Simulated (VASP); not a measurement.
A run of VASP 6.6.1:

The input INCAR:

```
SYSTEM = C
PREC = Accurate
ENCUT = 600
EDIFF = 1E-6
ISMEAR = 0
SIGMA = 0.02
LREAL = .False.
LASPH = .True.
NELM = 80
ALGO = Normal
ISIF = 3
LWAVE = .False.
LCHARG = .False.
GGA = PS
IBRION = 2
NSW = 70
EDIFFG = -0.005
```

Contents of KPOINTS:

```
regular mesh
0
Gamma
  12 12 12
  0 0 0
```

File POSCAR:

```
C
1.0
    0.0000000000      1.7857368633      1.7857368633
    1.7857368633      0.0000000000      1.7857368633
    1.7857368633      1.7857368633      0.0000000000
C
2
Direct
    0.0000000000      0.0000000000      0.0000000000
    0.2500000000      0.2500000000      0.2500000000
```

Potentials or basis: VASP PAW PBE potentials, release 64 (C).

Command:

```sh
$ cat potpaw_PBE.64/C/POTCAR > POTCAR
$ mpirun -np 1 vasp_std > vasp.out
```

Hardware: 1 thread of Intel(R) Xeon(R) 6975P-C (Granite Rapids), with other jobs on the host.

Q: Estimate the wall time of this run.

A: Run time: 7.5 s on 1 thread of Intel(R) Xeon(R) 6975P-C (Granite Rapids) (shared host), peak memory 0.12 GiB. Counts: scf iterations 23, k points 72, ion steps 3.
